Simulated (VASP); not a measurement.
# SnO (Cmc2_1) in VASP: electric field gradients with r2SCAN

Aim: the electric field gradients of SnO with r2SCAN.

Everything below comes from runs of VASP 6.6.1. Logs are shortened: lines on timing, memory, paths and dates and some standing lists are left out, and cuts for length are marked.

## Step 1: The cell of the first run

The typed cell holds 8 atoms: a = 3.799 Å, b = 3.799 Å, c = 11.120 Å, α = 90.00°, β = 90.00°, γ = 97.68°.

## Step 2: Electric field gradients, r2SCAN

The input, POSCAR:

```
SnO
1.0
    2.5000000000     -2.8600000000      0.0000000000
    2.5000000000      2.8600000000      0.0000000000
    0.0000000000      0.0000000000     11.1200000000
Sn O
4 4
Direct
    0.0000644665     -0.0000644665     -0.0141813990
   -0.0000644665      0.0000644665      0.4858186010
    0.4996782160      0.5003217840      0.2711709670
    0.5003217840      0.4996782160      0.7711709670
    0.9998128415      0.5000024962      0.3785052160
    0.0001871585      0.4999975038      0.8785052160
    0.4999975038      0.0001871585      0.3785052160
    0.5000024962      0.9998128415      0.8785052160
```

The input, INCAR.step1:

```
SYSTEM = SnO
ALGO     = Normal         ! electronic algorithm
EDIFF    = 1E-4           ! SCF threshold, eV
ENCUT    = 520            ! plane-wave cutoff, eV
GGA      = PE             ! functional
ISMEAR   = -1             ! smearing method
LASPH    = .True.         ! aspherical terms in the spheres
LCHARG   = .False.        ! write CHGCAR
LREAL    = .False.        ! projectors in reciprocal space
LWAVE    = .True.         ! write WAVECAR
NBANDS   = 50             ! bands
NELM     = 60             ! most SCF steps
PREC     = Accurate       ! precision mode
SIGMA    = 0.02           ! smearing width, eV
```

The input, INCAR.step2:

```
SYSTEM = SnO
ALGO     = Normal         ! electronic algorithm
EDIFF    = 1E-8           ! SCF threshold, eV
ENCUT    = 520            ! plane-wave cutoff, eV
ISIF     = 2              ! what is computed and relaxed
ISMEAR   = -1             ! smearing method
ISTART   = 1            
LASPH    = .True.         ! aspherical terms in the spheres
LCHARG   = .False.        ! write CHGCAR
LEFG     = .True.       
LMIXTAU  = .True.       
LREAL    = .False.        ! projectors in reciprocal space
LWAVE    = .False.        ! write WAVECAR
METAGGA  = R2SCAN         ! meta-GGA
NBANDS   = 50             ! bands
NELM     = 60             ! most SCF steps
PREC     = Accurate       ! precision mode
SIGMA    = 0.02           ! smearing width, eV
```

The input, KPOINTS:

```
k-points
0
Gamma
  8 8 3
  0 0 0
```

Potentials or basis: VASP PAW PBE potentials, release 64 (Sn_d, O).

Launch:

```bash
> cat potpaw_PBE.64/Sn_d/POTCAR potpaw_PBE.64/O/POTCAR > POTCAR
> cp INCAR.step1 INCAR
> mpirun -np 1 vasp_std > vasp.out
> cp INCAR.step2 INCAR
> mpirun -np 1 vasp_std > vasp.out
```

OUTCAR:

```text
SYSTEM = SnO
   EDIFF = 1E-8
   ENCUT = 520
   ISIF = 2
   ISMEAR = -1
   ISTART = 1
   LASPH = .True.
   LREAL = .False.
   METAGGA = R2SCAN
   NELM = 60
   PREC = Accurate

 ion  position               nearest neighbor table
   1  0.000  1.000  0.986-   6 2.24   8 2.24   6 2.24   8 2.24   4 3.46   4 3.46   4 3.72   4 3.73

   2  1.000  0.000  0.486-   5 2.24   7 2.24   7 2.24   5 2.24   3 3.46   3 3.46   3 3.72   3 3.73

   3  0.500  0.500  0.271-   5 2.24   7 2.24   5 2.24   7 2.24   2 3.46   2 3.46   2 3.72   2 3.73

   4  0.500  0.500  0.771-   6 2.24   8 2.24   8 2.24   6 2.24   1 3.46   1 3.46   1 3.72   1 3.73

   5  1.000  0.500  0.379-   3 2.24   2 2.24   2 2.24   3 2.24
   6  0.000  0.500  0.879-   4 2.24   1 2.24   1 2.24   4 2.24
   7  0.500  0.000  0.379-   3 2.24   2 2.24   2 2.24   3 2.24
   8  0.500  1.000  0.879-   4 2.24   1 2.24   1 2.24   4 2.24

  LATTYP: Found a base centered orthorhombic cell.
 ALAT       =     5.0000000000
 B/A-ratio  =     1.1440000000
 C/A-ratio  =     2.2240000000

  Lattice vectors:

 A1 = (   2.5000000000,  -2.8600000000,   0.0000000000)
 A2 = (   2.5000000000,   2.8600000000,   0.0000000000)
 A3 = (   0.0000000000,   0.0000000000,  11.1200000000)

Analysis of symmetry for initial positions (statically):
=====================================================================
 Subroutine PRICEL returns:
 Original cell was already a primitive cell.

 Routine SETGRP: Setting up the symmetry group for a
 base centered orthorhombic supercell.

 Subroutine GETGRP returns: Found  4 space group operations
 (whereof  2 operations were pure point group operations)
 out of a pool of  8 trial point group operations.

The static configuration has the point symmetry C_1h.
 The point group associated with its full space group is C_2v.

Analysis of symmetry for dynamics (positions and initial velocities):
=====================================================================
 Subroutine PRICEL returns:
 Original cell was already a primitive cell.

 Routine SETGRP: Setting up the symmetry group for a
 base centered orthorhombic supercell.

 Subroutine GETGRP returns: Found  4 space group operations
 (whereof  2 operations were pure point group operations)
 out of a pool of  8 trial point group operations.

The dynamic configuration has the point symmetry C_1h.
 The point group associated with its full space group is C_2v.

 Subroutine INISYM returns: Found  4 space group operations
 (whereof  2 operations are pure point group operations),
 and found     1 'primitive' translations

----------------------------------------------------------------------------------------

                                     Primitive cell

  volume of cell :     159.0160

  direct lattice vectors                    reciprocal lattice vectors
     2.500000000 -2.860000000  0.000000000     0.200000000 -0.174825175  0.000000000
     2.500000000  2.860000000  0.000000000     0.200000000  0.174825175  0.000000000
     0.000000000  0.000000000 11.120000000     0.000000000  0.000000000  0.089928058

  length of vectors
     3.798631332  3.798631332 11.120000000     0.265638555  0.265638555  0.089928058

  position of ions in fractional coordinates (direct lattice)
     0.000064466  0.999935534  0.985818601
     0.999935534  0.000064466  0.485818601
     0.499678216  0.500321784  0.271170967
     0.500321784  0.499678216  0.771170967
     0.999812842  0.500002496  0.378505216
     0.000187158  0.499997504  0.878505216
     0.499997504  0.000187158  0.378505216
     0.500002496  0.999812842  0.878505216

  ion indices of the primitive-cell ions
   primitive index   ion index
                 1           1
                 2           2
[... 78 lines left out ...]
   EDIFF  = 0.1E-07   stopping-criterion for ELM
   LREAL  =      F    real-space projection
   EDIFFG = 0.1E-06   stopping-criterion for IOM
   NSW    =      0    number of steps for IOM
   IBRION =     -1    ionic relax: 0-MD 1-quasi-New 2-CG
   NFREE  =      0    steps in history (QN), initial steepest desc. (CG)
   ISIF   =      2    stress and relaxation
   ISYM   =      2    0-nonsym 1-usesym 2-fastsym
   POTIM  = 0.5000    time-step for ionic-motion
   TEBEG  =    0.0;   TEEND  =   0.0 temperature during run
   PSTRESS=    0.0 pullay stress
   NELECT =      80.0000    total number of electrons
   NUPDOWN=      -1.0000    fix difference up-down
   EMIN   =  10.00;   EMAX   =-10.00  energy-range for DOS
   EFERMI =   0.00;   METHOD = LEGACY
   ISMEAR =    -1;   SIGMA  =   0.02  broadening in eV -4-tet -1-fermi 0-gaus
   EFERMI_NEDOS =   21; number of points for ismear=-14 and -15
   IALGO  =     38    algorithm
   IMIX   =      4    mixing-type and parameters
     AMIX     =   0.40;   BMIX     =  1.00
     AMIX_MAG =   1.60;   BMIX_MAG =  1.00
  volume/ion in A,a.u.               =      19.88       134.14
  Fermi-wavevector in a.u.,A,eV,Ry     =   1.302041  2.460500 23.066092  1.695310
  Thomas-Fermi vector in A             =   2.433135
   LORBIT       =      0    0 simple, 1 ext, 2 COOP (PROOUT), +10 PAW based schemes
   METAGGA = R2SCAN    functional components
   LHFCALC =     F    Hartree Fock is set to
   AEXX    =    0.0000 exact exchange contribution
   IVDW    =     0    specifies the selected vdW correction
   LEPSILON=     F    determine dielectric tensor
   LRPA    =     F    only Hartree local field effects (RPA)
 non-spin polarized calculation
  energy-cutoff  :      520.00
  volume of cell :      159.02
 maximum number of plane-waves:      4328
   NGX = 15   NGY = 15   NGZ = 41

 number of electron      80.0000014 magnetization

 Free energy of the ion-electron system (eV)
  ---------------------------------------------------
  ext. energy  EPLUGINS =         0.00000000
  ---------------------------------------------------
  free energy    TOTEN  =      -133.00950170 eV

  energy without entropy =     -133.00950170  energy(sigma->0) =     -133.00950170

 E-fermi :   5.9520     XC(G=0): -10.1382

 val. band max:        5.5285865652   @ k =   0.0000   0.0000   0.0000
 cond. band min:       6.4397263910   @ k =   0.5000   0.5000   0.0000
 fundamental gap:      0.9111398258
 Fermi energy:         5.9520052473

 k-point     1 :       0.0000    0.0000    0.0000
  band No.  band energies     occupation
      1     -16.9735      2.00000
      2     -16.9702      2.00000
      3     -16.5437      2.00000
      4     -16.5403      2.00000
      5     -16.5392      2.00000
      6     -16.5247      2.00000
[... 1261 lines left out ...]
     49      11.1002      0.00000
     50      11.2466      0.00000

 [... further k-points ...]

------------------------ aborting loop because EDIFF is reached ----------------------------------------

  FORCE on cell =-STRESS in cart. coord.  units (eV):
  Direction    XX          YY          ZZ          XY          YZ          ZX
  --------------------------------------------------------------------------------------
  -------------------------------------------------------------------------------------
  Total       10.3278778    -10.4233086     -2.8670425      0.0000000      0.0000000      0.0000000
  in kB      104.0592873   -105.0208073    -28.8870963      0.0000000      0.0000000      0.0000000
  external PRESSURE =      -9.9495388 kB  Pullay stress =       0.0000000 kB

 VOLUME and BASIS-vectors are now :
 -----------------------------------------------------------------------------
  energy-cutoff  :      520.00
  volume of cell :      159.02
      direct lattice vectors                 reciprocal lattice vectors
     2.500000000 -2.860000000  0.000000000     0.200000000 -0.174825175  0.000000000
     2.500000000  2.860000000  0.000000000     0.200000000  0.174825175  0.000000000
     0.000000000  0.000000000 11.120000000     0.000000000  0.000000000  0.089928058

 POSITION                                       TOTAL-FORCE (eV/Angst)
 -----------------------------------------------------------------------------------
      2.50000      2.85963     10.96230         0.000000     -0.000228     -0.402565
      2.50000     -2.85963      5.40230         0.000000      0.000228     -0.402565
      2.50000      0.00184      3.01542         0.000000     -0.003883      0.402827
      2.50000     -0.00184      8.57542         0.000000      0.003883      0.402827
      3.74954     -1.42946      4.20898         0.007697      0.001350     -0.000131
      1.25046      1.42946      9.76898        -0.007697     -0.001350     -0.000131
      1.25046     -1.42946      4.20898        -0.007697      0.001350     -0.000131
      3.74954      1.42946      9.76898         0.007697     -0.001350     -0.000131
 -----------------------------------------------------------------------------------
    total drift:                                0.000000      0.000000     -0.007314

  FREE ENERGIE OF THE ION-ELECTRON SYSTEM (eV)
  ---------------------------------------------------
  free  energy   TOTEN  =      -133.0095017020 eV

  energy  without entropy=     -133.0095017020  energy(sigma->0) =     -133.00950170

 Electric field gradients (V/A^2)
---------------------------------------------------------------------
 ion       V_xx      V_yy      V_zz      V_xy      V_xz      V_yz
---------------------------------------------------------------------
   1     117.467    76.188  -193.655    -0.000    -0.000    -0.109
   2     117.467    76.188  -193.655     0.000    -0.000     0.109
   3     117.452    76.195  -193.647     0.000     0.000    -0.726
   4     117.452    76.195  -193.647    -0.000    -0.000     0.726
   5     -53.665    37.753    15.911     0.008    -0.063    -0.002
   6     -53.665    37.753    15.911     0.008     0.063     0.002
   7     -53.665    37.753    15.911    -0.008     0.063    -0.002
   8     -53.665    37.753    15.911    -0.008    -0.063     0.002
---------------------------------------------------------------------

 Electric field gradients after diagonalization (V/A^2)
 (convention: |V_zz| > |V_xx| > |V_yy|)
----------------------------------------------------------------------
 ion       V_xx      V_yy      V_zz     asymmetry (V_yy - V_xx)/ V_zz
----------------------------------------------------------------------
   1     117.467    76.188  -193.655       0.213
   2     117.467    76.188  -193.655       0.213
   3     117.452    76.197  -193.649       0.213
   4     117.452    76.197  -193.649       0.213
   5      37.753    15.911   -53.665       0.407
   6      37.753    15.911   -53.665       0.407
   7      37.753    15.911   -53.665       0.407
   8      37.753    15.911   -53.665       0.407
----------------------------------------------------------------------

           NMR quadrupolar parameters

 Cq : quadrupolar parameter    Cq=e*Q*V_zz/h
 eta: asymmetry parameters     (V_yy - V_xx)/ V_zz
 Q  : nuclear electric quadrupole moment in mb (millibarn)
----------------------------------------------------------------------
 ion       Cq(MHz)       eta       Q (mb)
----------------------------------------------------------------------
   1      -0.468       0.213       1.000
   2      -0.468       0.213       1.000
   3      -0.468       0.213       1.000
   4      -0.468       0.213       1.000
   5      -0.130       0.407       1.000
   6      -0.130       0.407       1.000
   7      -0.130       0.407       1.000
   8      -0.130       0.407       1.000
----------------------------------------------------------------------
```

Run time: 25 min. Hardware: 1 thread of Intel Xeon 8259CL, shared host; peak memory 0.43 GiB.

What came out:

```yaml
Free_energy: -133.0095 eV
Pressure: -1.0 GPa
Largest_force: 0.403 eV/Å
Band_gap_on_the_k_mesh: 0.91 eV
Largest_electric_field_gradient_by_atom: Sn -193.7, -193.6 (each value once); O -53.7 V/Å²
```

Forces on the atoms (eV/Å):
```
Sn   0.000  0.000 -0.403
Sn   0.000  0.000 -0.403
Sn   0.000 -0.004  0.403
Sn   0.000  0.004  0.403
O    0.008  0.001  0.000
O   -0.008 -0.001  0.000
O   -0.008  0.001  0.000
O    0.008 -0.001  0.000
```

Electric field gradients, principal values (V/Å²):
```
atom   least   middle  greatest (by size)
1 Sn  76.188  117.467            -193.655
2 Sn  76.188  117.467            -193.655
3 Sn  76.197  117.452            -193.649
4 Sn  76.197  117.452            -193.649
 5 O  15.911   37.753             -53.665
 6 O  15.911   37.753             -53.665
 7 O  15.911   37.753             -53.665
 8 O  15.911   37.753             -53.665
```

Caveat: the stress differs along the axes, from -11 to 10 GPa; without QUAD_EFG the Cq values of the log hold for a quadrupole moment of 1 mb, not for the nuclei; the PAW data sets were made with another functional, which shifts forces and pressure a little; spin-orbit coupling is left out, which moves the levels of the heavy elements. A k mesh can miss the band edges.
